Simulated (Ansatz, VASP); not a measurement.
**Zr5TiN6: VASP beside Ansatz**

```
CELL_PARAMETERS angstrom
3.21948 0.00000 0.00000
0.00000 3.21948 0.00000
0.00000 0.00000 13.62876
ATOMIC_POSITIONS crystal
Zr 0.00000 0.00000 0.83147
Zr 0.50000 0.50000 0.00000
Zr 0.00000 0.00000 0.16853
Zr 0.50000 0.50000 0.34040
Zr 0.50000 0.50000 0.65960
Ti 0.00000 0.00000 0.50000
N 0.00000 0.00000 0.00000
N 0.50000 0.50000 0.16957
N 0.00000 0.00000 0.33908
N 0.50000 0.50000 0.50000
N 0.00000 0.00000 0.66092
N 0.50000 0.50000 0.83043
```

Alike in both runs: task single point; functional PBE; k mesh 6 × 6 × 2; occupations gaussian, width 0.1 eV; collinear spin.

|  | VASP | Ansatz |
| --- | --- | --- |
| version | VASP 6.6.1 | Ansatz 0.2.0 |
| potentials or method | VASP PAW PBE potentials, release 64 (Zr_sv, Ti_sv, N), cutoff 520 eV | scalar-relativistic, plane waves, PAW |
| valence electrons in the cell | 102 | 102 |

```tsv
	VASP	Ansatz	Ansatz less VASP
gap on the k mesh at the Fermi level (eV)	none	none	-
pressure (GPa)	0.3	0.0	-0.27
traceless stress, the component that is largest in VASP (GPa)	0.33	0.31	-0.016
rms of the force components (eV/Å)	0.063	0.065	+0.0013
net moment per atom (μB)	0.00	0.00	0.000
```

Atom by atom the forces differ by 0.003 eV/Å (rms over components). A gap of «none» marks a metal or a gap that the smearing closes. Ansatz's warnings: seeded moment not kept.
